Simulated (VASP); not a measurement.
Input of a VASP 6.6.1 run:

INCAR

```
ALGO = Normal
EDIFF = 1E-7
ENCUT = 520
GGA = PE
ISIF = 2
ISMEAR = -1
LASPH = True
LCHARG = True
LELF = True
LREAL = False
LVHAR = True
LWAVE = False
NBANDS = 15
NELM = 80
PREC = Accurate
SIGMA = 0.01
```

KPOINTS

```
k-points
0
Gamma
  8 8 8
```

Contents of POSCAR:

```
KI
1.0
    0.0000000000      3.5936763733      3.5936763733
    3.5936763733      0.0000000000      3.5936763733
    3.5936763733      3.5936763733      0.0000000000
K I
1 1
Direct
    0.0000000000      0.0000000000      0.0000000000
    0.5000000000      0.5000000000      0.5000000000
```

Potentials or basis: VASP PAW PBE potentials, release 64 (K_sv, I).

Run with:

```bash
$ cat potpaw_PBE.64/K_sv/POTCAR potpaw_PBE.64/I/POTCAR > POTCAR
$ mpirun -np 1 vasp_std > vasp.out
```

Question: Estimate the pressure.

Answer: 0.0 GPa.

Question: Estimate the band gap on the k mesh.

Answer: 3.85 eV.

Caveat: spin-orbit coupling is left out, which moves the levels of the heavy elements. A k mesh can miss the band edges.
